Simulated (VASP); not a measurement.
A run of VASP 6.6.1 is set up as follows.

Contents of INCAR:

```
SYSTEM = LiCl
PREC     = Accurate       ! precision mode
ENCUT    = 520            ! plane-wave cutoff, eV
EDIFF    = 1E-7           ! SCF threshold, eV
ISMEAR   = -1             ! smearing method
SIGMA    = 0.05           ! smearing width, eV
LREAL    = .FALSE.        ! projectors in reciprocal space
LASPH    = .TRUE.         ! aspherical terms in the spheres
NELM     = 60             ! most SCF steps
ALGO     = Normal         ! electronic algorithm
ISIF     = 2              ! what is computed and relaxed
LWAVE    = .FALSE.        ! write WAVECAR
LCHARG   = .FALSE.        ! write CHGCAR
GGA      = PE             ! functional
NBANDS   = 12             ! bands
```

File KPOINTS:

```
regular mesh
0
G
  9 9 9
  0 0 0
```

Contents of POSCAR:

```
LiCl
1.0
    0.0000000000      2.5751315290      2.5751315290
    2.5751315290      0.0000000000      2.5751315290
    2.5751315290      2.5751315290      0.0000000000
Cl Li
1 1
Direct
    0.5000000000      0.5000000000      0.5000000000
    0.0000000000      0.0000000000      0.0000000000
```

Potentials or basis: VASP PAW PBE potentials, release 64 (Cl, Li_sv).

The run is started by

```sh
$ cat potpaw_PBE.64/Cl/POTCAR potpaw_PBE.64/Li_sv/POTCAR > POTCAR
$ mpirun -np 1 vasp_std > vasp.out
```

(1) What does it give for the band gap on the k mesh?

## Answers

(1) 6.27 eV, direct.
